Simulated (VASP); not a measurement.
# Al (P-1) in VASP: notebook

The runs below take Al through single point, with PBEsol.

Everything below comes from runs of VASP 6.6.1. Logs are shortened: lines on timing, memory, paths and dates and some standing lists are left out, and cuts for length are marked.

**1. The cell of the first run**

The typed cell holds 4 atoms: a = 2.782 Å, b = 2.782 Å, c = 9.125 Å, α = 85.92°, β = 88.25°, γ = 109.47°.

**2. Single point, PBEsol**

Input file INCAR:

```
SYSTEM = Al
PREC = Accurate ; ENCUT = 520
EDIFF = 1E-6 ; ISMEAR = 0
SIGMA = 0.15 ; LREAL = .FALSE.
LASPH = .TRUE. ; NELM = 100
ALGO = Fast ; ISIF = 2
LWAVE = .FALSE. ; LCHARG = .FALSE.
GGA = PS ; NBANDS = 14
```

Input file KPOINTS:

```
regular mesh
0
G
  16 16 5
  0 0 0
```

Input file POSCAR:

```
Al
1.0
   -1.6063180831      1.6063180831     -1.6063180831
   -1.6063180831     -1.6063180831      1.6063180831
   -0.8031590416      6.2646405243      6.5859041409
Al
4
Direct
   -0.1750000000     -0.2625000000      0.8750000000
    0.4750000000      0.4625000000      0.1250000000
   -0.0750000000     -0.1125000000      0.3750000000
    0.3750000000      0.3125000000      0.6250000000
```

Potentials or basis: VASP PAW PBE potentials, release 64 (Al).

Started as:

```bash
> cat potpaw_PBE.64/Al/POTCAR > POTCAR
> mpirun -np 1 vasp_std > vasp.out
```

OUTCAR:

```text
SYSTEM = Al
   PREC = Accurate
   ENCUT = 520
   EDIFF = 1E-6
   ISMEAR = 0
   LREAL = .FALSE.
   LASPH = .TRUE.
   NELM = 100
   ISIF = 2
   GGA = PS

 ion  position               nearest neighbor table
   1  0.825  0.737  0.875-   2 2.42   4 2.78   4 2.78   2 3.16   4 3.21   4 3.21   2 3.32
   2  0.475  0.462  0.125-   1 2.42   3 2.78   3 2.78   1 3.16   3 3.21   3 3.21   1 3.32
   3  0.925  0.888  0.375-   2 2.78   4 2.78   2 2.78   4 2.78   4 3.21   2 3.21   2 3.21   4 3.21

   4  0.375  0.312  0.625-   3 2.78   1 2.78   3 2.78   1 2.78   1 3.21   3 3.21   3 3.21   1 3.21

  LATTYP: Found a triclinic cell.
 ALAT       =     2.7822245330
 B/A-ratio  =     1.0000000000
 C/A-ratio  =     3.4578413306
 COS(alpha) =     0.0289197769
 COS(beta)  =     0.3181175464
 COS(gamma) =     0.3333333333

  Lattice vectors:

 A1 = (   1.6063180831,  -1.6063180831,   1.6063180831)
 A2 = (  -1.6063180831,  -1.6063180831,   1.6063180831)
 A3 = (   2.4094771247,  -7.8709586074,  -4.9795860578)

Analysis of symmetry for initial positions (statically):
=====================================================================
 Subroutine PRICEL returns:
 Original cell was already a primitive cell.

 Routine SETGRP: Setting up the symmetry group for a
 triclinic supercell.

 Subroutine GETGRP returns: Found  2 space group operations
 (whereof  1 operations were pure point group operations)
 out of a pool of  2 trial point group operations.

The static configuration has the point symmetry C_1 .
 The point group associated with its full space group is S_2 .

Analysis of symmetry for dynamics (positions and initial velocities):
=====================================================================
 Subroutine PRICEL returns:
 Original cell was already a primitive cell.

 Routine SETGRP: Setting up the symmetry group for a
 triclinic supercell.

 Subroutine GETGRP returns: Found  2 space group operations
 (whereof  1 operations were pure point group operations)
 out of a pool of  2 trial point group operations.

The dynamic configuration has the point symmetry C_1 .
 The point group associated with its full space group is S_2 .

 Subroutine INISYM returns: Found  2 space group operations
 (whereof  1 operations are pure point group operations),
 and found     1 'primitive' translations

----------------------------------------------------------------------------------------

                                     Primitive cell

  volume of cell :      66.3154

  direct lattice vectors                    reciprocal lattice vectors
    -1.606318083  1.606318083 -1.606318083    -0.311270853  0.140071884 -0.171198969
    -1.606318083 -1.606318083  1.606318083    -0.311270853 -0.178980741  0.132290113
    -0.803159042  6.264640524  6.585904141     0.000000000  0.077817713  0.077817713

  length of vectors
     2.782224533  2.782224533  9.124961298     0.381862231  0.382654313  0.110050865

  position of ions in fractional coordinates (direct lattice)
     0.825000000  0.737500000  0.875000000
     0.475000000  0.462500000  0.125000000
     0.925000000  0.887500000  0.375000000
     0.375000000  0.312500000  0.625000000

  ion indices of the primitive-cell ions
   primitive index   ion index
                 1           1
                 2           2
                 3           3
                 4           4

----------------------------------------------------------------------------------------

 KPOINTS: regular mesh

Automatic generation of k-mesh.
 Grid dimensions read from file:
 generate k-points for:   16   16    5

 Generating k-lattice:

  Cartesian coordinates                     Fractional coordinates (reciprocal lattice)
    -0.019454428  0.008754493 -0.010699936     0.062500000 -0.000000000 -0.000000000
    -0.019454428 -0.011186296  0.008268132    -0.000000000  0.062500000  0.000000000
     0.000000000  0.015563543  0.015563543     0.000000000  0.000000000  0.200000000

  Length of vectors
     0.023866389  0.023915895  0.022010173

  Shift w.r.t. Gamma in fractional coordinates (k-lattice)
     0.000000000  0.000000000  0.000000000

 Subroutine IBZKPT returns following result:
 ===========================================

 Found    642 irreducible k-points:

 Following reciprocal coordinates:
            Coordinates               Weight
  0.000000  0.000000  0.000000      1.000000
  0.062500  0.000000  0.000000      2.000000
  0.125000  0.000000  0.000000      2.000000
  0.187500  0.000000 -0.000000      2.000000
  0.250000  0.000000  0.000000      2.000000
  0.312500  0.000000  0.000000      2.000000
[... 16 lines left out ...]
 -0.187500  0.062500 -0.000000      2.000000
 -0.125000  0.062500  0.000000      2.000000
 [... further k-points ...]
   k-points           NKPTS =    642   k-points in BZ     NKDIM =    642   number of bands    NBANDS=     14
   number of dos      NEDOS =    301   number of ions     NIONS =      4
   total plane-waves  NPLWV =  40320
   dimension x,y,z NGX =    24 NGY =   24 NGZ =   70
   dimension x,y,z NGXF=    48 NGYF=   48 NGZF=  140
   ions per type =               4
   NGX,Y,Z   is equivalent  to a cutoff of  14.34, 14.34, 12.75 a.u.
   NGXF,Y,Z  is equivalent  to a cutoff of  28.68, 28.68, 25.51 a.u.
 SYSTEM =  Al
   PREC   = accura    normal or accurate (medium, high low for compatibility)
   ISTART =      0    job   : 0-new  1-cont  2-samecut
   ICHARG =      2    charge: 1-file 2-atom 10-const
   ISPIN  =      1    spin polarized calculation?
   LNONCOLLINEAR =      F non collinear calculations
   LSORBIT =      F    spin-orbit coupling
   LASPH  =      T    aspherical Exc in radial PAW
   ENCUT  =  520.0 eV  38.22 Ry    6.18 a.u.   5.17  5.17 16.97*2*pi/ulx,y,z
   NELM   =    100;   NELMIN=  2; NELMDL= -5     # of ELM steps
   EDIFF  = 0.1E-05   stopping-criterion for ELM
   LREAL  =      F    real-space projection
   EDIFFG = 0.1E-04   stopping-criterion for IOM
   NSW    =      0    number of steps for IOM
   IBRION =     -1    ionic relax: 0-MD 1-quasi-New 2-CG
   NFREE  =      0    steps in history (QN), initial steepest desc. (CG)
   ISIF   =      2    stress and relaxation
   ISYM   =      2    0-nonsym 1-usesym 2-fastsym
   POTIM  = 0.5000    time-step for ionic-motion
   TEBEG  =    0.0;   TEEND  =   0.0 temperature during run
   PSTRESS=    0.0 pullay stress
   NELECT =      12.0000    total number of electrons
   NUPDOWN=      -1.0000    fix difference up-down
   EMIN   =  10.00;   EMAX   =-10.00  energy-range for DOS
   EFERMI =   0.00;   METHOD = LEGACY
   ISMEAR =     0;   SIGMA  =   0.15  broadening in eV -4-tet -1-fermi 0-gaus
   EFERMI_NEDOS =   21; number of points for ismear=-14 and -15
   IALGO  =     68    algorithm
   IMIX   =      4    mixing-type and parameters
     AMIX     =   0.40;   BMIX     =  1.00
     AMIX_MAG =   1.60;   BMIX_MAG =  1.00
  volume/ion in A,a.u.               =      16.58       111.88
  Fermi-wavevector in a.u.,A,eV,Ry     =   0.925970  1.749830 11.665920  0.857421
  Thomas-Fermi vector in A             =   2.051882
   LORBIT       =      0    0 simple, 1 ext, 2 COOP (PROOUT), +10 PAW based schemes
   GGA     = PS    functional components
   LHFCALC =     F    Hartree Fock is set to
   AEXX    =    0.0000 exact exchange contribution
   IVDW    =     0    specifies the selected vdW correction
   LEPSILON=     F    determine dielectric tensor
   LRPA    =     F    only Hartree local field effects (RPA)
 non-spin polarized calculation
 RMM-DIIS sequential band-by-band and
 Gauss-broadening in eV      SIGMA  =   0.15
  energy-cutoff  :      520.00
  volume of cell :       66.32
 maximum number of plane-waves:      1808
 NGX is ok and might be reduce to    24
   NGX = 11   NGY = 11   NGZ = 33

 number of electron      12.0000000 magnetization

 Free energy of the ion-electron system (eV)
  ---------------------------------------------------
  ext. energy  EPLUGINS =         0.00000000
  ---------------------------------------------------
  free energy    TOTEN  =       -15.72507584 eV

  energy without entropy =      -15.70583724  energy(sigma->0) =      -15.71545654

 E-fermi :   7.8584     XC(G=0): -10.2348

 val. band max:        7.8572008686   @ k =   0.1875   0.3125   0.2000
 cond. band min:       7.8603798307   @ k =   0.1875  -0.1875   0.4000
 fundamental gap:      0.0031789621
 Fermi energy:         7.8584352622

 k-point     1 :       0.0000    0.0000    0.0000
  band No.  band energies     occupation
      1      -3.2035      2.00000
      2      -1.4293      2.00000
      3      -1.4148      2.00000
      4       3.5544      2.00000
      5       4.0491      2.00000
      6      11.9769      0.00000
      7      12.1884      0.00000
      8      16.2305      0.00000
      9      16.3196      0.00000
     10      16.9185      0.00000
     11      16.9885      0.00000
     12      17.8697      0.00000
     13      17.9239      0.00000
     14      18.2036      0.00000

 k-point     2 :       0.0625    0.0000    0.0000
  band No.  band energies     occupation
      1      -3.1192      2.00000
      2      -1.3835      2.00000
      3      -1.2944      2.00000
      4       3.6184      2.00000
      5       4.1450      2.00000
      6      11.9926      0.00000
      7      12.2981      0.00000
      8      14.6163      0.00000
      9      15.5635      0.00000
     10      16.2940      0.00000
     11      16.6492      0.00000
     12      16.9244      0.00000
     13      18.4929      0.00000
     14      18.5389      0.00000
[... 343 lines left out ...]
      1      -2.5324      2.00000
      2      -0.8252      2.00000
      3      -0.6939      2.00000
      4       4.1471      2.00000
      5       4.7286      2.00000
      6      11.1529      0.00000
      7      12.0003      0.00000
      8      12.5709      0.00000
      9      12.9279      0.00000
     10      13.4776      0.00000
     11      16.3137      0.00000
     12      17.3024      0.00000
     13      17.5906      0.00000
     14      17.9956      0.00000

 k-point    24 :      -0.1250    0.0625    0.0000
  band No.  band energies     occupation
      1      -2.8957      2.00000
      2      -1.1410      2.00000
      3      -1.0954      2.00000
      4       3.8353      2.00000
      5       4.3529      2.00000
      6      12.1477      0.00000
      7      12.4331      0.00000
      8      13.2627      0.00000
      9      14.1998      0.00000
     10      15.3097      0.00000
     11      17.1330      0.00000
     12      17.6156      0.00000
     13      18.0125      0.00000
     14      18.4058      0.00000

 [... further k-points ...]

------------------------ aborting loop because EDIFF is reached ----------------------------------------

  FORCE on cell =-STRESS in cart. coord.  units (eV):
  Direction    XX          YY          ZZ          XY          YZ          ZX
  --------------------------------------------------------------------------------------
  -------------------------------------------------------------------------------------
  Total        0.0491976      0.8340824      1.8516471      0.7705383      1.0460127      0.9124092
  in kB        1.1886125     20.1513859     44.7356946     18.6161641     25.2716090     22.0437568
  external PRESSURE =      22.0252310 kB  Pullay stress =       0.0000000 kB

 VOLUME and BASIS-vectors are now :
 -----------------------------------------------------------------------------
  energy-cutoff  :      520.00
  volume of cell :       66.32
      direct lattice vectors                 reciprocal lattice vectors
    -1.606318083  1.606318083 -1.606318083    -0.311270853  0.140071884 -0.171198969
    -1.606318083 -1.606318083  1.606318083    -0.311270853 -0.178980741  0.132290113
    -0.803159042  6.264640524  6.585904141     0.000000000  0.077817713  0.077817713

 POSITION                                       TOTAL-FORCE (eV/Angst)
 -----------------------------------------------------------------------------------
     -3.21264      5.62211      5.62211        -0.606088     -0.684705     -0.979430
     -1.60632      0.80316      0.80316         0.606088      0.684705      0.979430
     -3.21264      2.40948      2.40948        -0.026228     -0.033046     -0.026435
     -1.60632      4.01580      4.01580         0.026228      0.033046      0.026435
 -----------------------------------------------------------------------------------
    total drift:                                0.000000     -0.000000      0.000000

  FREE ENERGIE OF THE ION-ELECTRON SYSTEM (eV)
  ---------------------------------------------------
  free  energy   TOTEN  =       -15.7250758410 eV

  energy  without entropy=      -15.7058372362  energy(sigma->0) =      -15.71545654
```

It took 13 min on 1 thread of Intel Xeon 8259CL, shared host; peak memory 0.53 GiB.

What came out:

```
Free energy            : -15.7251 eV
Pressure               : 2.2 GPa
Largest force          : 1.340 eV/Å
Band gap on the k mesh : zero (bands 6 and 7 overlap by 6.43 eV)
```

Forces in eV/Å, atoms in the order of the input:
```
Al  -0.606 -0.685 -0.979
Al   0.606  0.685  0.979
Al  -0.026 -0.033 -0.026
Al   0.026  0.033  0.026
```

Stress tensor (GPa, compression positive):
```
0.12 1.86 2.20
1.86 2.02 2.53
2.20 2.53 4.47
```

Levels at points of the mesh, in eV from the Fermi level:
| k point | band 2 | band 3 | band 4 | band 5 | band 6 | band 7 | band 8 | band 9 | band 10 | band 11 |
| --- | --- | --- | --- | --- | --- | --- | --- | --- | --- | --- |
| (0.00, 0.00, 0.00) | -9.29 | -9.27 | -4.30 | -3.81 | 4.12 | 4.33 | 8.37 | 8.46 | 9.06 | 9.13 |
| (0.50, 0.00, 0.00) | -5.70 | -4.48 | -4.30 | -4.00 | -3.36 | 0.13 | 0.47 | 1.65 | 1.94 | 7.44 |
| (0.00, 0.50, 0.00) | -5.66 | -4.58 | -4.51 | -3.83 | -3.15 | -0.20 | 0.24 | 1.96 | 2.30 | 6.95 |
| (0.50, 0.50, 0.00) | -3.84 | -2.69 | -2.62 | -2.07 | -2.06 | 1.39 | 2.03 | 2.27 | 2.67 | 2.90 |

Caveat: the PAW data sets were made with another functional, which shifts forces and pressure a little.

**3. Single point, PBEsol**

Input file INCAR:

```
SYSTEM = Al
  PREC = Accurate
  ENCUT = 520
  EDIFF = 1E-7
  ISMEAR = 0
  SIGMA = 0.15
  LREAL = .FALSE.
  LASPH = .TRUE.
  NELM = 60
  ALGO = Fast
  ISIF = 2
  LWAVE = .FALSE.
  LCHARG = .TRUE.
  GGA = PS
  LELF = .TRUE.
  LVHAR = .TRUE.
  NBANDS = 14
```

Input file KPOINTS:

```
Automatic mesh
0
G
  16 16 5
  0 0 0
```

Input file POSCAR:

```
Al
1.0
   -1.6063180831      1.6063180831     -1.6063180831
   -1.6063180831     -1.6063180831      1.6063180831
   -1.1244226582      5.6221132910      7.2284313742
Al
4
Direct
   -0.0875000000     -0.5250000000      0.8750000000
    0.4875000000      0.4250000000      0.1250000000
   -0.0375000000     -0.2250000000      0.3750000000
    0.4375000000      0.1250000000      0.6250000000
```

Potentials or basis: VASP PAW PBE potentials, release 64 (Al).

Started as:

```bash
> cat potpaw_PBE.64/Al/POTCAR > POTCAR
> mpirun -np 1 vasp_std > vasp.out
```

It took 4.5 min on 1 thread of AMD EPYC 9R45 (Zen 5), shared host; peak memory 0.5 GiB.

Results (log left out):

```yaml
Free_energy: -15.9443 eV
Pressure: 1.0 GPa
Largest_force: 0.506 eV/Å
Band_gap_on_the_k_mesh: zero (bands 6 and 7 overlap by 6.67 eV)
```

Forces on the atoms (eV/Å):
```
Al  -0.025 -0.138 -0.486
Al   0.025  0.138  0.486
Al  -0.002 -0.012 -0.031
Al   0.002  0.012  0.031
```

Stress tensor (GPa, compression positive):
```
-0.91 -0.35  0.13
-0.35  0.79  0.11
 0.13  0.11  3.14
```

Levels at points of the mesh, in eV from the Fermi level:
```tsv
k point	band 3	band 4	band 5	band 6	band 7	band 8	band 9	band 10
(0.00, 0.00, 0.00)	-9.28	-4.30	-3.81	4.20	4.31	8.33	8.42	9.09
(0.50, 0.00, 0.00)	-4.40	-4.17	-4.04	-3.59	0.47	0.62	1.44	1.58
(0.00, 0.50, 0.00)	-5.00	-4.88	-3.16	-2.60	-1.05	-0.57	3.01	3.33
(0.50, 0.50, 0.00)	-3.21	-2.97	-1.60	-1.24	0.51	1.65	2.20	2.48
```

Caveat: the PAW data sets were made with another functional, which shifts forces and pressure a little.
